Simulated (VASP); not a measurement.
# Al (a cell with a defect) in VASP: single point with r2SCAN

Aim: the single point of Al (a cell with a defect) with r2SCAN.

Everything below comes from runs of VASP 6.6.1. Logs are shortened: lines on timing, memory, paths and dates and some standing lists are left out, and cuts for length are marked.

**1. The cell of the first run**

The cell holds a defect, 31 atoms: a = 8.100 Å, b = 8.100 Å, c = 8.100 Å, α = 90.00°, β = 90.00°, γ = 90.00°.

**2. Single point, r2SCAN**

The input, POSCAR:

```
Al
1.0
    8.1000000000      0.0000000000      0.0000000000
    0.0000000000      8.1000000000      0.0000000000
    0.0000000000      0.0000000000      8.1000000000
Al
31
Direct
    0.4966758025     -0.0039267901      0.0006571605
    0.7503353086      0.2463593827      0.0049329630
    0.0039809877     -0.0039518519      0.0005853086
    0.2502870370      0.2511217284     -0.0080290123
    0.4951871605      0.5018686420     -0.0020276543
    0.7503044444      0.7478804938      0.0003307407
    0.2503519753     -0.0019492593      0.2480835802
    0.4763227160      0.2587398765      0.2410879012
    0.7503349383      0.4948933333      0.2534680247
    0.4832058025     -0.0057829630      0.5056087654
    0.7502961728      0.1345162963      0.3652954321
    0.7503428395      0.0023865432      0.7495704938
    0.0054544444      0.5017990123     -0.0019569136
    0.2503325926      0.7484334568     -0.0003475309
    0.0242430864      0.2586449383      0.2411830864
    0.2502876543      0.5078662963      0.2487143210
    0.4979344444      0.7482317284      0.2455685185
    0.0173595062     -0.0057667901      0.5055976543
    0.2503519753      0.2517401235      0.5017779012
    0.4966717284      0.4991827160      0.5037666667
    0.7503429630      0.7502529630      0.4974490123
    0.2503093827     -0.0024241975      0.7552517284
    0.4979286420      0.2542672840      0.7516154321
    0.7503027160      0.4995023457      0.7519632099
    0.0026948148      0.7481840741      0.2455446914
    0.0039853086      0.4992525926      0.5037900000
    0.2503112346      0.7445929630      0.5022625926
    0.0026933333      0.2542890123      0.7516601235
    0.2503301235      0.5001798765      0.7514041975
    0.4947902469      0.7479212346      0.7519253086
    0.0059066667      0.7479224691      0.7519243210
```

The input, INCAR.step1:

```
ALGO = Normal ; EDIFF = 1E-4
ENCUT = 520 ; GGA = PE
ISMEAR = -1 ; LASPH = True
LCHARG = False ; LREAL = Auto
LWAVE = True ; NBANDS = 68
NELM = 80 ; PREC = Accurate
SIGMA = 0.05
```

The input, INCAR.step2:

```
ALGO = Normal ; EDIFF = 1E-6
ENCUT = 520 ; ISIF = 2
ISMEAR = -1 ; ISTART = 1
LASPH = True ; LCHARG = False
LMIXTAU = True ; LREAL = Auto
LWAVE = False ; METAGGA = R2SCAN
NBANDS = 68 ; NELM = 80
PREC = Accurate ; SIGMA = 0.05
```

The input, KPOINTS:

```
k-points
0
Gamma
  2 2 2
```

Potentials or basis: VASP PAW PBE potentials, release 64 (Al).

Command:

```sh
cat potpaw_PBE.64/Al/POTCAR > POTCAR
cp INCAR.step1 INCAR
mpirun -np 1 vasp_std > vasp.out
cp INCAR.step2 INCAR
mpirun -np 1 vasp_std > vasp.out
```

OUTCAR:

```text
EDIFF = 1E-6
   ENCUT = 520
   ISIF = 2
   ISMEAR = -1
   ISTART = 1
   LASPH = True
   LREAL = Auto
   METAGGA = R2SCAN
   NELM = 80
   PREC = Accurate

 ion  position               nearest neighbor table
   1  0.497  0.996  0.001-  22 2.82  17 2.82   7 2.83  14 2.83  30 2.85   4 2.87   6 2.87   2 2.89
                             8 2.89  12 2.89  23 2.91
   2  0.750  0.246  0.005-   9 2.85  12 2.86   1 2.89   3 2.89  28 2.90  23 2.90  24 2.90  13 2.92
                             5 2.93  15 2.93   8 2.93  11 3.06
   3  0.004  0.996  0.001-  22 2.82  25 2.82   7 2.83  14 2.83  31 2.85   4 2.87   6 2.87   2 2.89
                            15 2.89  12 2.89  28 2.91
   4  0.250  0.251  0.992-   8 2.73  15 2.73  28 2.79  23 2.80  29 2.80  22 2.81  13 2.84   5 2.84
                             3 2.87   1 2.87   7 2.92  16 2.94
   5  0.495  0.502  0.998-   8 2.79  14 2.81  29 2.81  30 2.82  23 2.83  17 2.83  16 2.84   4 2.84
                            24 2.87   6 2.87   9 2.93   2 2.93
   6  0.750  0.748  0.000-  24 2.85  25 2.85  17 2.85   5 2.87  13 2.87   1 2.87   3 2.87  30 2.89
                            31 2.89  12 2.89   9 2.90
   7  0.250  0.998  0.248-   8 2.80  15 2.80  10 2.81  18 2.81   1 2.83   3 2.83  17 2.85  25 2.85
                            14 2.85  19 2.91  27 2.91   4 2.92
   8  0.476  0.259  0.241-  11 2.64   4 2.73  16 2.73   5 2.79   7 2.80  19 2.80   1 2.89  20 2.89
                             9 2.93   2 2.93  10 3.03
   9  0.750  0.495  0.253-   2 2.85  21 2.86  20 2.89  26 2.89  25 2.90  17 2.90   6 2.90  13 2.92
[... 31 lines left out ...]
  25  0.003  0.748  0.246-  16 2.79   3 2.82  14 2.83  13 2.83   7 2.85   6 2.85  21 2.89  27 2.89
                             9 2.90  18 2.90  26 2.91
  26  0.004  0.499  0.504-  27 2.82  28 2.82  19 2.83  29 2.83  31 2.85  16 2.87  24 2.87   9 2.89
                            15 2.89  21 2.89  25 2.91
  27  0.250  0.745  0.502-  10 2.77  18 2.77  16 2.81  26 2.82  20 2.82  29 2.83  31 2.83  30 2.83
                            17 2.89  25 2.89  22 2.90   7 2.91
  28  0.003  0.254  0.752-   4 2.79  26 2.82  29 2.83  13 2.83  19 2.85  24 2.85  12 2.89  22 2.89
                             2 2.90  18 2.90   3 2.91
  29  0.250  0.500  0.751-   4 2.80   5 2.81  13 2.82  31 2.82  30 2.82  23 2.83  28 2.83  27 2.83
                            26 2.83  20 2.83  14 2.84  19 2.85
  30  0.495  0.748  0.752-   5 2.82  14 2.82  29 2.82  10 2.82  22 2.83  27 2.83   1 2.85  20 2.85
                             6 2.89  24 2.89  12 2.92  21 2.92
  31  0.006  0.748  0.752-  14 2.82  29 2.82  13 2.82  18 2.82  22 2.83  27 2.83   3 2.85  26 2.85
                             6 2.89  24 2.89  12 2.92  21 2.92

  LATTYP: Found a simple cubic cell.
 ALAT       =     8.1000000000

  Lattice vectors:

 A1 = (   8.1000000000,   0.0000000000,   0.0000000000)
 A2 = (   0.0000000000,   8.1000000000,   0.0000000000)
 A3 = (   0.0000000000,   0.0000000000,   8.1000000000)

Analysis of symmetry for initial positions (statically):
=====================================================================
 Subroutine PRICEL returns:
 Original cell was already a primitive cell.

 Routine SETGRP: Setting up the symmetry group for a
 simple cubic supercell.

 Subroutine GETGRP returns: Found  1 space group operations
 (whereof  1 operations were pure point group operations)
 out of a pool of 48 trial point group operations.

The static configuration has the point symmetry C_1 .

Analysis of symmetry for dynamics (positions and initial velocities):
=====================================================================
 Subroutine PRICEL returns:
 Original cell was already a primitive cell.

 Routine SETGRP: Setting up the symmetry group for a
 simple cubic supercell.

 Subroutine GETGRP returns: Found  1 space group operations
 (whereof  1 operations were pure point group operations)
 out of a pool of 48 trial point group operations.

The dynamic configuration has the point symmetry C_1 .

 Subroutine INISYM returns: Found  1 space group operations
 (whereof  1 operations are pure point group operations),
 and found     1 'primitive' translations

----------------------------------------------------------------------------------------

                                     Primitive cell

  volume of cell :     531.4410

  direct lattice vectors                    reciprocal lattice vectors
     8.100000000  0.000000000  0.000000000     0.123456790  0.000000000  0.000000000
     0.000000000  8.100000000  0.000000000     0.000000000  0.123456790  0.000000000
     0.000000000  0.000000000  8.100000000     0.000000000  0.000000000  0.123456790

  length of vectors
     8.100000000  8.100000000  8.100000000     0.123456790  0.123456790  0.123456790

  position of ions in fractional coordinates (direct lattice)
     0.496675803  0.996073210  0.000657160
     0.750335309  0.246359383  0.004932963
     0.003980988  0.996048148  0.000585309
     0.250287037  0.251121728  0.991970988
     0.495187161  0.501868642  0.997972346
     0.750304444  0.747880494  0.000330741
[... 23 lines left out ...]
     0.494790247  0.747921235  0.751925309
     0.005906667  0.747922469  0.751924321

  ion indices of the primitive-cell ions
   primitive index   ion index
                 1           1
                 2           2
                 3           3
                 4           4
                 5           5
                 6           6
[... 23 lines left out ...]
                30          30
                31          31

----------------------------------------------------------------------------------------

 KPOINTS: k-points

Automatic generation of k-mesh.
 Grid dimensions read from file:
 generate k-points for:    2    2    2

 Generating k-lattice:

  Cartesian coordinates                     Fractional coordinates (reciprocal lattice)
     0.061728395  0.000000000  0.000000000     0.500000000  0.000000000  0.000000000
     0.000000000  0.061728395  0.000000000     0.000000000  0.500000000  0.000000000
     0.000000000  0.000000000  0.061728395     0.000000000  0.000000000  0.500000000

  Length of vectors
     0.061728395  0.061728395  0.061728395

  Shift w.r.t. Gamma in fractional coordinates (k-lattice)
     0.000000000  0.000000000  0.000000000

 Subroutine IBZKPT returns following result:
 ===========================================

 Found      8 irreducible k-points:

 Following reciprocal coordinates:
            Coordinates               Weight
  0.000000  0.000000  0.000000      1.000000
  0.500000  0.000000  0.000000      1.000000
  0.000000  0.500000  0.000000      1.000000
  0.000000  0.000000  0.500000      1.000000
  0.500000  0.500000  0.000000      1.000000
  0.000000  0.500000  0.500000      1.000000
  0.500000  0.000000  0.500000      1.000000
  0.500000  0.500000  0.500000      1.000000
   k-points           NKPTS =      8   k-points in BZ     NKDIM =      8   number of bands    NBANDS=     68
   number of dos      NEDOS =    301   number of ions     NIONS =     31
   total plane-waves  NPLWV = 216000
   dimension x,y,z NGX =    60 NGY =   60 NGZ =   60
   dimension x,y,z NGXF=   120 NGYF=  120 NGZF=  120
   ions per type =              31
   NGX,Y,Z   is equivalent  to a cutoff of  12.31, 12.31, 12.31 a.u.
   NGXF,Y,Z  is equivalent  to a cutoff of  24.63, 24.63, 24.63 a.u.
 SYSTEM =  unknown system
   PREC   = accura    normal or accurate (medium, high low for compatibility)
   ISTART =      1    job   : 0-new  1-cont  2-samecut
   ICHARG =      0    charge: 1-file 2-atom 10-const
   ISPIN  =      1    spin polarized calculation?
   LNONCOLLINEAR =      F non collinear calculations
   LSORBIT =      F    spin-orbit coupling
   LASPH  =      T    aspherical Exc in radial PAW
   ENCUT  =  520.0 eV  38.22 Ry    6.18 a.u.  15.06 15.06 15.06*2*pi/ulx,y,z
   NELM   =     80;   NELMIN=  2; NELMDL=  0     # of ELM steps
   EDIFF  = 0.1E-05   stopping-criterion for ELM
   LREAL  =      T    real-space projection
   EDIFFG = 0.1E-04   stopping-criterion for IOM
   NSW    =      0    number of steps for IOM
[... 5 lines left out ...]
   TEBEG  =    0.0;   TEEND  =   0.0 temperature during run
   PSTRESS=    0.0 pullay stress
   NELECT =      93.0000    total number of electrons
   NUPDOWN=      -1.0000    fix difference up-down
   EMIN   =  10.00;   EMAX   =-10.00  energy-range for DOS
   EFERMI =   0.00;   METHOD = LEGACY
   ISMEAR =    -1;   SIGMA  =   0.05  broadening in eV -4-tet -1-fermi 0-gaus
   EFERMI_NEDOS =   21; number of points for ismear=-14 and -15
   IALGO  =     38    algorithm
   IMIX   =      4    mixing-type and parameters
     AMIX     =   0.40;   BMIX     =  1.00
     AMIX_MAG =   1.60;   BMIX_MAG =  1.00
  volume/ion in A,a.u.               =      17.14       115.69
  Fermi-wavevector in a.u.,A,eV,Ry     =   0.915695  1.730412 11.408446  0.838497
  Thomas-Fermi vector in A             =   2.040466
   LORBIT       =      0    0 simple, 1 ext, 2 COOP (PROOUT), +10 PAW based schemes
   METAGGA = R2SCAN    functional components
   LHFCALC =     F    Hartree Fock is set to
   AEXX    =    0.0000 exact exchange contribution
   IVDW    =     0    specifies the selected vdW correction
   LEPSILON=     F    determine dielectric tensor
   LRPA    =     F    only Hartree local field effects (RPA)
 non-spin polarized calculation
  energy-cutoff  :      520.00
  volume of cell :      531.44
 maximum number of plane-waves:     14400
   NGX = 31   NGY = 31   NGZ = 31

 number of electron      93.0000000 magnetization

 Free energy of the ion-electron system (eV)
  ---------------------------------------------------
  ext. energy  EPLUGINS =         0.00000000
  ---------------------------------------------------
  free energy    TOTEN  =      -206.46802739 eV

  energy without entropy =     -206.30884098  energy(sigma->0) =     -206.38843419

 E-fermi :   7.2989     XC(G=0): -10.7041

 val. band max:        7.2892990348   @ k =   0.5000   0.0000   0.5000
 cond. band min:       7.3006585841   @ k =   0.0000   0.5000   0.5000
 fundamental gap:      0.0113595492
 Fermi energy:         7.2989398520

 k-point     1 :       0.0000    0.0000    0.0000
  band No.  band energies     occupation
      1      -4.0645      2.00000
      2      -1.8450      2.00000
      3      -1.7935      2.00000
      4      -1.7316      2.00000
      5      -1.7048      2.00000
      6      -1.4965      2.00000
[... 477 lines left out ...]
     57      11.1068      0.00000
     58      11.1650      0.00000
 [bands above 58 left out]

------------------------ aborting loop because EDIFF is reached ----------------------------------------

  FORCE on cell =-STRESS in cart. coord.  units (eV):
  Direction    XX          YY          ZZ          XY          YZ          ZX
  --------------------------------------------------------------------------------------
  -------------------------------------------------------------------------------------
  Total       -9.8057525    -11.3545340    -11.3557035     -0.0018097      0.2831309      0.0010880
  in kB      -29.5621797    -34.2314142    -34.2349401     -0.0054558      0.8535773      0.0032802
  external PRESSURE =     -32.6761780 kB  Pullay stress =       0.0000000 kB

 VOLUME and BASIS-vectors are now :
 -----------------------------------------------------------------------------
  energy-cutoff  :      520.00
  volume of cell :      531.44
      direct lattice vectors                 reciprocal lattice vectors
     8.100000000  0.000000000  0.000000000     0.123456790  0.000000000  0.000000000
     0.000000000  8.100000000  0.000000000     0.000000000  0.123456790  0.000000000
     0.000000000  0.000000000  8.100000000     0.000000000  0.000000000  0.123456790

 POSITION                                       TOTAL-FORCE (eV/Angst)
 -----------------------------------------------------------------------------------
      4.02307      8.06819      0.00532        -0.000794     -0.003547     -0.010171
      6.07772      1.99551      0.03996        -0.000532     -0.003923     -0.006334
      0.03225      8.06799      0.00474        -0.000171     -0.004647     -0.005373
      2.02732      2.03409      8.03497         0.000370      0.008468     -0.001797
      4.01102      4.06514      8.08358        -0.005182     -0.000150      0.000917
      6.07747      6.05783      0.00268         0.001039      0.001075     -0.005270
[... 23 lines left out ...]
      4.00780      6.05816      6.09059         0.000996      0.000591     -0.001610
      0.04784      6.05817      6.09059        -0.001806      0.000478     -0.000120
 -----------------------------------------------------------------------------------
    total drift:                                0.004245      0.005487     -0.008919

  FREE ENERGIE OF THE ION-ELECTRON SYSTEM (eV)
  ---------------------------------------------------
  free  energy   TOTEN  =      -206.4680273913 eV

  energy  without entropy=     -206.3088409845  energy(sigma->0) =     -206.38843419
```

It took 32 min on 1 thread of Oxide Virtual Turin-like, shared host; peak memory 0.58 GiB.

Results:

| Property | Result |
| --- | --- |
| Free energy | -206.4680 eV |
| Pressure | -3.3 GPa |
| Largest force | 0.025 eV/Å |
| Band gap on the k mesh | zero (an odd number of electrons rules out a gap without spin polarisation) |

Forces in eV/Å, atoms in the order of the input:
```
Al  -0.001 -0.004 -0.010
Al  -0.001 -0.004 -0.006
Al   0.000 -0.005 -0.005
Al   0.000  0.008 -0.002
Al  -0.005  0.000  0.001
Al   0.001  0.001 -0.005
Al  -0.001 -0.004  0.004
Al   0.011  0.001 -0.002
Al  -0.001  0.007  0.004
Al  -0.004  0.000  0.002
Al  -0.002 -0.018  0.017
Al  -0.001  0.003  0.000
Al   0.005  0.001 -0.001
Al   0.001 -0.007 -0.002
Al  -0.007  0.005 -0.006
Al   0.001  0.002 -0.009
Al  -0.007 -0.003  0.004
Al   0.005  0.000  0.001
Al  -0.001 -0.004  0.004
Al  -0.001  0.010  0.005
Al  -0.001  0.001 -0.003
Al   0.000  0.001 -0.003
Al  -0.007 -0.004  0.001
Al   0.002  0.005 -0.001
Al   0.007  0.002  0.005
Al   0.000  0.005  0.005
Al   0.000  0.002 -0.001
Al   0.008 -0.004 -0.002
Al   0.001  0.002  0.007
Al   0.001  0.001 -0.002
Al  -0.002  0.000  0.000
```

Caveat: the k points lie up to 0.39 Å⁻¹ apart, too coarse for converged energies and pressures of a metal; the PAW data sets were made with another functional, which shifts forces and pressure a little.
